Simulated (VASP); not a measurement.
Input of a VASP 6.6.1 run:

File POSCAR:

```
NaSrI3
1.0
    6.3976887577      0.0000000000      0.0000000000
    0.0000000000      6.3976887577      0.0000000000
    0.0000000000      0.0000000000      6.3976887577
Na Sr I
1 1 3
Direct
    0.0000000000      0.0000000000      0.0000000000
    0.5000000000      0.5000000000      0.5000000000
    0.5000000000      0.5000000000      0.0000000000
    0.5000000000      0.0000000000      0.5000000000
    0.0000000000      0.5000000000      0.5000000000
```

INCAR.step1

```
PREC = Accurate
ENCUT = 520
ISMEAR = 0
SIGMA = 0.01
LREAL = False
LASPH = True
NELM = 60
NBANDS = 27
GGA = PE
ALGO = Normal
EDIFF = 1E-4
LWAVE = True
LCHARG = False
```

Contents of INCAR.step2:

```
PREC = Accurate
ENCUT = 520
EDIFF = 1E-6
ISMEAR = 0
SIGMA = 0.01
LREAL = False
LASPH = True
NELM = 60
ALGO = Normal
ISIF = 2
LWAVE = False
LCHARG = False
METAGGA = R2SCAN
LMIXTAU = True
NBANDS = 27
ISTART = 1
```

The input KPOINTS:

```
Automatic mesh
0
Gamma
  4 4 4
```

Potentials or basis: VASP PAW PBE potentials, release 64 (Na_pv, Sr_sv, I).

Launch:

```console
$ cat potpaw_PBE.64/Na_pv/POTCAR potpaw_PBE.64/Sr_sv/POTCAR potpaw_PBE.64/I/POTCAR > POTCAR
$ cp INCAR.step1 INCAR
$ mpirun -np 1 vasp_std > vasp.out
$ cp INCAR.step2 INCAR
$ mpirun -np 1 vasp_std > vasp.out
```

**Question.** Estimate the band gap on the k mesh.

**Answer.** 3.10 eV, indirect (least direct gap 3.38 eV).

**Question.** Predict the pressure.

**Answer.** 0.0 GPa.

Caveat: the PAW data sets were made with another functional, which shifts forces and pressure a little; spin-orbit coupling is left out, which moves the levels of the heavy elements. r2SCAN opens gaps a little over a GGA but as a rule still falls short of measured ones.
